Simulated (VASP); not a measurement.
# H (P6_3/mmc) in VASP: further runs

H is run at these levels: LDA, PBEsol, PBE, r2SCAN; tasks: single point.

Program: VASP 6.6.1. These are calculated values, not measurements. Logs are shortened: lines on timing, memory, paths and dates and some standing lists are left out, and cuts for length are marked.

### 1 The cell of the first run

Symmetry: P6_3/mmc, No. 194, hexagonal system. Conventional cell: a = 2.042 Å, b = 2.042 Å, c = 3.280 Å, α = 90.00°, β = 90.00°, γ = 120.00°. Within 2.7 Å of H (site symmetry -6m2) lie 12 H at 2.02 to 2.04 Å.

### 2 Single point, LDA (5.92 Å³/atom)

The input, INCAR:

```
SYSTEM = H
PREC = Accurate
ENCUT = 500
EDIFF = 1E-6
ISMEAR = -1
SIGMA = 0.03
LREAL = .FALSE.
LASPH = .TRUE.
NELM = 120
ALGO = Normal
ISIF = 2
LWAVE = .FALSE.
LCHARG = .TRUE.
GGA = CA
LELF = .TRUE.
LVHAR = .TRUE.
NBANDS = 8
GGA_COMPAT = .FALSE.
```

The input, KPOINTS:

```
Automatic mesh
0
G
  13 13 7
  0 0 0
```

The input, POSCAR:

```
H
1.0
    2.0415156772      0.0000000000      0.0000000000
   -1.0207578387      1.7680044387      0.0000000000
    0.0000000000      0.0000000000      3.2795969902
H
2
Direct
    0.3333333333      0.6666666667      0.2500000000
    0.6666666667      0.3333333333      0.7500000000
```

Potentials or basis: VASP PAW LDA potentials, release 64 (H).

Launch:

```sh
> cat potpaw_LDA.64/H/POTCAR > POTCAR
> mpirun -np 1 vasp_std > vasp.out
```

OUTCAR:

```text
SYSTEM = H
   PREC = Accurate
   ENCUT = 500
   EDIFF = 1E-6
   ISMEAR = -1
   LREAL = .FALSE.
   LASPH = .TRUE.
   NELM = 120
   ISIF = 2
   GGA = CA

 ion  position               nearest neighbor table
   1  0.333  0.667  0.250-
   2  0.667  0.333  0.750-

  LATTYP: Found a hexagonal cell.
 ALAT       =     2.0415156772
 C/A-ratio  =     1.6064520233

  Lattice vectors:

 A1 = (   2.0415156772,   0.0000000000,   0.0000000000)
 A2 = (  -1.0207578387,   1.7680044387,   0.0000000000)
 A3 = (   0.0000000000,   0.0000000000,   3.2795969902)

Analysis of symmetry for initial positions (statically):
=====================================================================
 Subroutine PRICEL returns:
 Original cell was already a primitive cell.

 Routine SETGRP: Setting up the symmetry group for a
 hexagonal supercell.

 Subroutine GETGRP returns: Found 24 space group operations
 (whereof 12 operations were pure point group operations)
 out of a pool of 24 trial point group operations.

The static configuration has the point symmetry D_3d.
 The point group associated with its full space group is D_6h.

Analysis of symmetry for dynamics (positions and initial velocities):
=====================================================================
 Subroutine PRICEL returns:
 Original cell was already a primitive cell.

 Routine SETGRP: Setting up the symmetry group for a
 hexagonal supercell.

 Subroutine GETGRP returns: Found 24 space group operations
 (whereof 12 operations were pure point group operations)
 out of a pool of 24 trial point group operations.

The dynamic configuration has the point symmetry D_3d.
 The point group associated with its full space group is D_6h.

 Subroutine INISYM returns: Found 24 space group operations
 (whereof 12 operations are pure point group operations),
 and found     1 'primitive' translations

----------------------------------------------------------------------------------------

                                     Primitive cell

  volume of cell :      11.8374

  direct lattice vectors                    reciprocal lattice vectors
     2.041515677  0.000000000  0.000000000     0.489832143  0.282804720  0.000000000
    -1.020757839  1.768004439  0.000000000     0.000000000  0.565609440  0.000000000
     0.000000000  0.000000000  3.279596990     0.000000000  0.000000000  0.304915513

  length of vectors
     2.041515677  2.041515677  3.279596990     0.565609440  0.565609440  0.304915513

  position of ions in fractional coordinates (direct lattice)
[... 84 lines left out ...]
   NFREE  =      0    steps in history (QN), initial steepest desc. (CG)
   ISIF   =      2    stress and relaxation
   ISYM   =      2    0-nonsym 1-usesym 2-fastsym
   POTIM  = 0.5000    time-step for ionic-motion
   TEBEG  =    0.0;   TEEND  =   0.0 temperature during run
   PSTRESS=    0.0 pullay stress
   NELECT =       2.0000    total number of electrons
   NUPDOWN=      -1.0000    fix difference up-down
   EMIN   =  10.00;   EMAX   =-10.00  energy-range for DOS
   EFERMI =   0.00;   METHOD = LEGACY
   ISMEAR =    -1;   SIGMA  =   0.03  broadening in eV -4-tet -1-fermi 0-gaus
   EFERMI_NEDOS =   21; number of points for ismear=-14 and -15
   IALGO  =     38    algorithm
   IMIX   =      4    mixing-type and parameters
     AMIX     =   0.40;   BMIX     =  1.00
     AMIX_MAG =   1.60;   BMIX_MAG =  1.00
  volume/ion in A,a.u.               =       5.92        39.94
  Fermi-wavevector in a.u.,A,eV,Ry     =   0.905036  1.710271 11.144405  0.819091
  Thomas-Fermi vector in A             =   2.028555
   LORBIT       =      0    0 simple, 1 ext, 2 COOP (PROOUT), +10 PAW based schemes
   GGA     = CA    functional components
   LHFCALC =     F    Hartree Fock is set to
   AEXX    =    0.0000 exact exchange contribution
   IVDW    =     0    specifies the selected vdW correction
   LEPSILON=     F    determine dielectric tensor
   LRPA    =     F    only Hartree local field effects (RPA)
 non-spin polarized calculation
  energy-cutoff  :      500.00
  volume of cell :       11.84
 maximum number of plane-waves:       311
 NGX is ok and might be reduce to    16
   NGX =  7   NGY =  7   NGZ = 11

 number of electron       1.9999999 magnetization

 Free energy of the ion-electron system (eV)
  ---------------------------------------------------
  ext. energy  EPLUGINS =         0.00000000
  ---------------------------------------------------
  free energy    TOTEN  =        -4.13397476 eV

  energy without entropy =       -4.13199049  energy(sigma->0) =       -4.13298262

 E-fermi :  -1.3724     XC(G=0):  -8.9555

 val. band max:       -1.3835106675   @ k =   0.0769   0.0769   0.1429
 cond. band min:      -1.3694521441   @ k =   0.2308   0.0769   0.2857
 fundamental gap:      0.0140585234
 Fermi energy:        -1.3724003980

 k-point     1 :       0.0000    0.0000    0.0000
  band No.  band energies     occupation
      1     -11.0614      2.00000
      2      -0.6947      0.00000
      3       6.5530      0.00000
      4      31.4314      0.00000
      5      31.8304      0.00000
      6      38.1554      0.00000
      7      38.1554      0.00000
      8      40.0333      0.00000
[... 243 lines left out ...]
 k-point    24 :       0.1538    0.0000    0.1429
  band No.  band energies     occupation
      1      -9.7192      2.00000
      2      -1.1481      0.00113
      3       9.5250      0.00000
      4      23.7636      0.00000
      5      27.1218      0.00000
      6      33.1852      0.00000
      7      34.7219      0.00000
      8      38.3032      0.00000

 [... further k-points ...]

------------------------ aborting loop because EDIFF is reached ----------------------------------------

  FORCE on cell =-STRESS in cart. coord.  units (eV):
  Direction    XX          YY          ZZ          XY          YZ          ZX
  --------------------------------------------------------------------------------------
  -------------------------------------------------------------------------------------
  Total       -1.8089804     -1.8089804     -2.0568727      0.0000000      0.0000000      0.0000000
  in kB     -244.8431084   -244.8431084   -278.3950077      0.0000000      0.0000000      0.0000000
  external PRESSURE =    -256.0270748 kB  Pullay stress =       0.0000000 kB

 VOLUME and BASIS-vectors are now :
 -----------------------------------------------------------------------------
  energy-cutoff  :      500.00
  volume of cell :       11.84
      direct lattice vectors                 reciprocal lattice vectors
     2.041515677  0.000000000  0.000000000     0.489832143  0.282804720  0.000000000
    -1.020757839  1.768004439  0.000000000     0.000000000  0.565609440  0.000000000
     0.000000000  0.000000000  3.279596990     0.000000000  0.000000000  0.304915513

 POSITION                                       TOTAL-FORCE (eV/Angst)
 -----------------------------------------------------------------------------------
     -0.00000      1.17867      0.81990        -0.000000      0.000000      0.000000
      1.02076      0.58933      2.45970         0.000000     -0.000000      0.000000
 -----------------------------------------------------------------------------------
    total drift:                               -0.000000      0.000000     -0.000000

  FREE ENERGIE OF THE ION-ELECTRON SYSTEM (eV)
  ---------------------------------------------------
  free  energy   TOTEN  =        -4.1339747595 eV

  energy  without entropy=       -4.1319904874  energy(sigma->0) =       -4.13298262
```

OSZICAR:

```text
N       E                     dE             d eps       ncg     rms          rms(c)
DAV:   1    -0.370983612938E+01   -0.37098E+01   -0.86128E+02  1448   0.189E+02
DAV:   2    -0.413365503262E+01   -0.42382E+00   -0.39776E+00  1960   0.979E+00
DAV:   3    -0.413498524928E+01   -0.13302E-02   -0.13274E-02  1488   0.524E-01
DAV:   4    -0.413498532376E+01   -0.74484E-07   -0.74401E-07  2000   0.393E-03
DAV:   5    -0.413498532380E+01   -0.38433E-10   -0.22358E-11  1464   0.108E-05    0.549E-01
DAV:   6    -0.413431210122E+01    0.67322E-03   -0.83416E-05  1632   0.428E-02    0.334E-01
DAV:   7    -0.413397278642E+01    0.33931E-03   -0.17619E-04  1576   0.630E-02    0.950E-03
DAV:   8    -0.413397453235E+01   -0.17459E-05   -0.83185E-07  1728   0.571E-03    0.371E-03
DAV:   9    -0.413397475948E+01   -0.22713E-06   -0.79775E-08   808   0.177E-03
   1 F= -.41339748E+01 E0= -.41329826E+01  d E =-.198427E-02
```

stdout:

```text
POSCAR found type information on POSCAR H
 POSCAR found :  1 types and       2 ions
 scaLAPACK will be used
 LDA part: xc-table for (Slater(with rela. corr.)+CA(PZ))
 , standard interpolation
 POSCAR, INCAR and KPOINTS ok, starting setup
 FFT: planning ... GRIDC
 FFT: planning ... GRID_SOFT
 FFT: planning ... GRID
 WAVECAR not read
 entering main loop
```

Wall time 3.3 s (1 thread of Intel Xeon Platinum 8259CL at 2.50GHz (Skylake/Cascade Lake), shared host); peak memory 0.11 GiB.

What came out:

| Item | Value |
| --- | --- |
| Free energy | -4.1340 eV |
| Pressure | -25.6 GPa |
| Band gap on the k mesh | zero (bands 1 and 2 overlap by 8.52 eV) |

Stress tensor (GPa, compression positive):
```
-24.48   0.00   0.00
  0.00 -24.48   0.00
  0.00   0.00 -27.84
```

Levels at points of the mesh, in eV from the Fermi level:
```csv
k point,band 1,band 2,band 3,band 4
"(0.00, 0.00, 0.00)",-9.69,0.68,7.93,32.80
```

Caveat: the cell stands under tension; the atoms stand far beyond bonding distance, and open shells without spin polarisation read as a metal.

[end of part 1 of 2]

The gap in the log of VASP goes by the Fermi energy; the results here count the filled bands.